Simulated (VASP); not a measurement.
# AlN (P6_3mc) in VASP: notebook

Runs on AlN. Level: r2SCAN. Tasks: single point.

Everything below comes from runs of VASP 6.6.1. Logs are shortened: lines on timing, memory, paths and dates and some standing lists are left out, and cuts for length are marked.

### Step 1. The cell of the first run

It takes space group P6_3mc (No. 186, hexagonal). The conventional cell has a = 3.076 Å, b = 3.076 Å, c = 4.929 Å, α = 90.00°, β = 90.00°, γ = 120.00°. Al (site symmetry 3m) has 4 N at 1.87 to 1.88 Å within 2.5 Å. N (site symmetry 3m) has 4 Al at 1.87 to 1.88 Å within 2.5 Å.

### Step 2. Single point, r2SCAN (strain -1.0%)

POSCAR

```
AlN
1.0
    3.0756268226      0.0000000000      0.0000000000
   -1.5378134113      2.6635709609      0.0000000000
    0.0000000000      0.0000000000      4.9288056364
Al N
2 2
Direct
    0.3333333333      0.6666666667     -0.0033962569
    0.6666666667      0.3333333333      0.4966037431
    0.3333333333      0.6666666667      0.3783962569
    0.6666666667      0.3333333333      0.8783962569
```

INCAR.step1

```
PREC = Accurate
ENCUT = 520
ISMEAR = 0
SIGMA = 0.01
LREAL = False
LASPH = True
NELM = 100
NBANDS = 16
GGA = PE
ALGO = Normal
EDIFF = 1E-4
LWAVE = True
LCHARG = False
```

INCAR.step2

```
PREC = Accurate
ENCUT = 520
EDIFF = 1E-6
ISMEAR = 0
SIGMA = 0.01
LREAL = False
LASPH = True
NELM = 100
ALGO = Normal
ISIF = 2
LWAVE = False
LCHARG = False
METAGGA = R2SCAN
LMIXTAU = True
NBANDS = 16
ISTART = 1
```

KPOINTS

```
Automatic mesh
0
Gamma
  12 12 6
```

Potentials or basis: VASP PAW PBE potentials, release 64 (Al, N).

The run is started by

```sh
$ cat potpaw_PBE.64/Al/POTCAR potpaw_PBE.64/N/POTCAR > POTCAR
$ cp INCAR.step1 INCAR
$ mpirun -np 1 vasp_std > vasp.out
$ cp INCAR.step2 INCAR
$ mpirun -np 1 vasp_std > vasp.out
```

OUTCAR:

```text
PREC = Accurate
   ENCUT = 520
   EDIFF = 1E-6
   ISMEAR = 0
   LREAL = False
   LASPH = True
   NELM = 100
   ISIF = 2
   METAGGA = R2SCAN
   ISTART = 1

 ion  position               nearest neighbor table
   1  0.333  0.667  0.997-   4 1.87   4 1.87   4 1.87   3 1.88   2 3.04   2 3.04   2 3.04   2 3.04
                             2 3.04   2 3.04
   2  0.667  0.333  0.497-   3 1.87   3 1.87   3 1.87   4 1.88   1 3.04   1 3.04   1 3.04   1 3.04
                             1 3.04   1 3.04
   3  0.333  0.667  0.378-   2 1.87   2 1.87   2 1.87   1 1.88
   4  0.667  0.333  0.878-   1 1.87   1 1.87   1 1.87   2 1.88

  LATTYP: Found a hexagonal cell.
 ALAT       =     3.0756268226
 C/A-ratio  =     1.6025369529

  Lattice vectors:

 A1 = (   3.0756268226,   0.0000000000,   0.0000000000)
 A2 = (  -1.5378134113,   2.6635709609,   0.0000000000)
 A3 = (   0.0000000000,   0.0000000000,   4.9288056364)

Analysis of symmetry for initial positions (statically):
=====================================================================
 Subroutine PRICEL returns:
 Original cell was already a primitive cell.

 Routine SETGRP: Setting up the symmetry group for a
 hexagonal supercell.

 Subroutine GETGRP returns: Found 12 space group operations
 (whereof  6 operations were pure point group operations)
 out of a pool of 24 trial point group operations.

The static configuration has the point symmetry C_3v.
 The point group associated with its full space group is C_6v.

Analysis of symmetry for dynamics (positions and initial velocities):
=====================================================================
 Subroutine PRICEL returns:
 Original cell was already a primitive cell.

 Routine SETGRP: Setting up the symmetry group for a
 hexagonal supercell.

 Subroutine GETGRP returns: Found 12 space group operations
 (whereof  6 operations were pure point group operations)
 out of a pool of 24 trial point group operations.

The dynamic configuration has the point symmetry C_3v.
 The point group associated with its full space group is C_6v.

 Subroutine INISYM returns: Found 12 space group operations
 (whereof  6 operations are pure point group operations),
 and found     1 'primitive' translations

----------------------------------------------------------------------------------------
[... 97 lines left out ...]
   EDIFF  = 0.1E-05   stopping-criterion for ELM
   LREAL  =      F    real-space projection
   EDIFFG = 0.1E-04   stopping-criterion for IOM
   NSW    =      0    number of steps for IOM
   IBRION =     -1    ionic relax: 0-MD 1-quasi-New 2-CG
   NFREE  =      0    steps in history (QN), initial steepest desc. (CG)
   ISIF   =      2    stress and relaxation
   ISYM   =      2    0-nonsym 1-usesym 2-fastsym
   POTIM  = 0.5000    time-step for ionic-motion
   TEBEG  =    0.0;   TEEND  =   0.0 temperature during run
   PSTRESS=    0.0 pullay stress
   NELECT =      16.0000    total number of electrons
   NUPDOWN=      -1.0000    fix difference up-down
   EMIN   =  10.00;   EMAX   =-10.00  energy-range for DOS
   EFERMI =   0.00;   METHOD = LEGACY
   ISMEAR =     0;   SIGMA  =   0.01  broadening in eV -4-tet -1-fermi 0-gaus
   EFERMI_NEDOS =   21; number of points for ismear=-14 and -15
   IALGO  =     38    algorithm
   IMIX   =      4    mixing-type and parameters
     AMIX     =   0.40;   BMIX     =  1.00
     AMIX_MAG =   1.60;   BMIX_MAG =  1.00
  volume/ion in A,a.u.               =      10.09        68.12
  Fermi-wavevector in a.u.,A,eV,Ry     =   1.202453  2.272308 19.672588  1.445894
  Thomas-Fermi vector in A             =   2.338234
   LORBIT       =      0    0 simple, 1 ext, 2 COOP (PROOUT), +10 PAW based schemes
   METAGGA = R2SCAN    functional components
   LHFCALC =     F    Hartree Fock is set to
   AEXX    =    0.0000 exact exchange contribution
   IVDW    =     0    specifies the selected vdW correction
   LEPSILON=     F    determine dielectric tensor
   LRPA    =     F    only Hartree local field effects (RPA)
 non-spin polarized calculation
 Gauss-broadening in eV      SIGMA  =   0.01
  energy-cutoff  :      520.00
  volume of cell :       40.38
 maximum number of plane-waves:      1098
 NGX is ok and might be reduce to    24
   NGX = 11   NGY = 11   NGZ = 19

 number of electron      15.9999997 magnetization

 Free energy of the ion-electron system (eV)
  ---------------------------------------------------
  ext. energy  EPLUGINS =         0.00000000
  ---------------------------------------------------
  free energy    TOTEN  =       -38.43277323 eV

  energy without entropy =      -38.43277323  energy(sigma->0) =      -38.43277323

 E-fermi :   6.3132     XC(G=0): -11.5544

 val. band max:        6.2123243951   @ k =   0.0000   0.0000   0.0000
 cond. band min:      11.4121187426   @ k =   0.0000   0.0000   0.0000
 fundamental gap:      5.1997943475
 Fermi energy:         6.3131526010

 k-point     1 :       0.0000    0.0000    0.0000
  band No.  band energies     occupation
      1      -9.9562      2.00000
      2      -7.7402      2.00000
      3       0.0012      2.00000
      4       5.3095      2.00000
      5       5.3095      2.00000
      6       5.9766      2.00000
[... 433 lines left out ...]
      3       1.1415      2.00000
      4       2.1517      2.00000
      5       2.7676      2.00000
      6       4.3620      2.00000
[... 8 lines left out ...]
     15      20.0554      0.00000
     16      21.9371      0.00000

 [... further k-points ...]

------------------------ aborting loop because EDIFF is reached ----------------------------------------

  FORCE on cell =-STRESS in cart. coord.  units (eV):
  Direction    XX          YY          ZZ          XY          YZ          ZX
  --------------------------------------------------------------------------------------
  -------------------------------------------------------------------------------------
  Total        1.6550265      1.6550265      1.5001901      0.0000000      0.0000000      0.0000000
  in kB       65.6713476     65.6713475     59.5274506      0.0000000      0.0000000      0.0000000
  external PRESSURE =      63.6233819 kB  Pullay stress =       0.0000000 kB

 VOLUME and BASIS-vectors are now :
 -----------------------------------------------------------------------------
  energy-cutoff  :      520.00
  volume of cell :       40.38
      direct lattice vectors                 reciprocal lattice vectors
     3.075626823  0.000000000  0.000000000     0.325136975  0.187717920  0.000000000
    -1.537813411  2.663570961  0.000000000     0.000000000  0.375435840  0.000000000
     0.000000000  0.000000000  4.928805636     0.000000000  0.000000000  0.202888909

 POSITION                                       TOTAL-FORCE (eV/Angst)
 -----------------------------------------------------------------------------------
     -0.00000      1.77571      4.91207         0.000000      0.000000     -0.001373
      1.53781      0.88786      2.44766        -0.000000      0.000000     -0.001373
     -0.00000      1.77571      1.86504         0.000000      0.000000      0.001373
      1.53781      0.88786      4.32944         0.000000      0.000000      0.001373
 -----------------------------------------------------------------------------------
    total drift:                               -0.000000      0.000000     -0.021045

  FREE ENERGIE OF THE ION-ELECTRON SYSTEM (eV)
  ---------------------------------------------------
  free  energy   TOTEN  =       -38.4327732266 eV

  energy  without entropy=      -38.4327732266  energy(sigma->0) =      -38.43277323
```

OUTCAR.step1:

```text
PREC = Accurate
   ENCUT = 520
   ISMEAR = 0
   LREAL = False
   LASPH = True
[... 689 lines left out ...]
     -0.00000      1.77571      4.91207         0.000000      0.000000     -0.007338
      1.53781      0.88786      2.44766         0.000000     -0.000000     -0.007338
     -0.00000      1.77571      1.86504        -0.000000      0.000000      0.007338
      1.53781      0.88786      4.32944         0.000000     -0.000000      0.007338
 -----------------------------------------------------------------------------------
    total drift:                               -0.000000      0.000000     -0.001203

  FREE ENERGIE OF THE ION-ELECTRON SYSTEM (eV)
  ---------------------------------------------------
  free  energy   TOTEN  =       -29.7079187216 eV

  energy  without entropy=      -29.7079187216  energy(sigma->0) =      -29.70791872
```

OSZICAR.step1:

```text
N       E                     dE             d eps       ncg     rms          rms(c)
DAV:   1     0.424291147991E+02    0.42429E+02   -0.73985E+03  2432   0.900E+02
DAV:   2    -0.311367589117E+02   -0.73566E+02   -0.67750E+02  3400   0.190E+02
DAV:   3    -0.345707550913E+02   -0.34340E+01   -0.34237E+01  3080   0.426E+01
DAV:   4    -0.345910819568E+02   -0.20327E-01   -0.20326E-01  2984   0.369E+00
DAV:   5    -0.345913410885E+02   -0.25913E-03   -0.25913E-03  3072   0.420E-01    0.124E+01
DAV:   6    -0.297025853332E+02    0.48888E+01   -0.10654E+01  2896   0.239E+01    0.426E+00
DAV:   7    -0.297198176135E+02   -0.17232E-01   -0.72243E-01  2648   0.598E+00    0.301E+00
DAV:   8    -0.297121437686E+02    0.76738E-02   -0.57859E-02  2744   0.220E+00    0.547E-01
DAV:   9    -0.297073969782E+02    0.47468E-02   -0.11992E-02  3192   0.810E-01    0.238E-01
DAV:  10    -0.297079952132E+02   -0.59824E-03   -0.21384E-03  2672   0.292E-01    0.127E-01
DAV:  11    -0.297079187216E+02    0.76492E-04   -0.16926E-04  2144   0.101E-01
   1 F= -.29707919E+02 E0= -.29707919E+02  d E =-.320850E-69
```

Run time: 58 s. Hardware: 1 thread of Intel Xeon 6975P-C (Granite Rapids), shared host; peak memory 0.18 GiB.

What came out:

- Free energy: -38.4328 eV
- Pressure: 6.4 GPa
- Band gap on the k mesh: 5.20 eV

Caveat: the cell differs from its parent crystal (strain -1.0%); the cell stands under pressure; the PAW data sets were made with another functional, which shifts forces and pressure a little.

### Step 3. Single point, r2SCAN

This run uses another cell than the first one, of 10.40 Å³/atom.

POSCAR

```
AlN
1.0
    3.1066937602      0.0000000000      0.0000000000
   -1.5533468801      2.6904757181      0.0000000000
    0.0000000000      0.0000000000      4.9785915519
Al N
2 2
Direct
    0.3333333333      0.6666666667     -0.0032954727
    0.6666666667      0.3333333333      0.4967045273
    0.3333333333      0.6666666667      0.3782954727
    0.6666666667      0.3333333333      0.8782954727
```

INCAR.step1

```
SYSTEM = AlN
PREC = Accurate
ENCUT = 520
ISMEAR = 0
SIGMA = 0.01
LREAL = .False.
LASPH = .True.
NELM = 100
NBANDS = 16
GGA = PE
ALGO = Normal
EDIFF = 1E-4
LWAVE = .True.
LCHARG = .False.
```

INCAR.step2

```
SYSTEM = AlN
PREC = Accurate
ENCUT = 520
EDIFF = 1E-6
ISMEAR = 0
SIGMA = 0.01
LREAL = .False.
LASPH = .True.
NELM = 100
ALGO = Normal
ISIF = 2
LWAVE = .False.
LCHARG = .False.
METAGGA = R2SCAN
LMIXTAU = .True.
NBANDS = 16
ISTART = 1
```

KPOINTS

```
Automatic mesh
0
Gamma
  12 12 6
  0 0 0
```

Potentials or basis: VASP PAW PBE potentials, release 64 (Al, N).

The run is started by

```sh
$ cat potpaw_PBE.64/Al/POTCAR potpaw_PBE.64/N/POTCAR > POTCAR
$ cp INCAR.step1 INCAR
$ mpirun -np 1 vasp_std > vasp.out
$ cp INCAR.step2 INCAR
$ mpirun -np 1 vasp_std > vasp.out
```

Run time: 60 s. Hardware: 1 thread of Intel Xeon 6975P-C (Granite Rapids), shared host; peak memory 0.18 GiB.

The run converged. Its results:

* Free energy: -38.4568 eV
* Pressure: -0.4 GPa
* Band gap on the k mesh: 4.92 eV

Forces in eV/Å, atoms in the order of the input:
```
Al   0.000  0.000 -0.002
Al   0.000  0.000 -0.002
N    0.000  0.000  0.002
N    0.000  0.000  0.002
```

Levels at points of the mesh, in eV from the valence-band top:
```
           k point  band 4  band 5  band 6  band 7  band 8  band 9  band 10  band 11  band 12  band 13
(0.00, 0.00, 0.00)   -0.88   -0.88   -0.22   -0.22    0.00    4.92     7.54    11.62    12.04    12.04
(0.50, 0.00, 0.00)   -4.22   -3.39   -2.14   -1.77   -0.71    6.45     6.56     9.05    11.26    11.72
(0.00, 0.00, 0.50)   -3.37   -0.56   -0.56   -0.56   -0.56    7.26     7.26    11.32    11.32    12.36
(0.50, 0.00, 0.50)   -5.66   -1.50   -1.50   -1.39   -1.39    6.00     6.00    10.15    10.15    12.94
```

Caveat: the PAW data sets were made with another functional, which shifts forces and pressure a little.
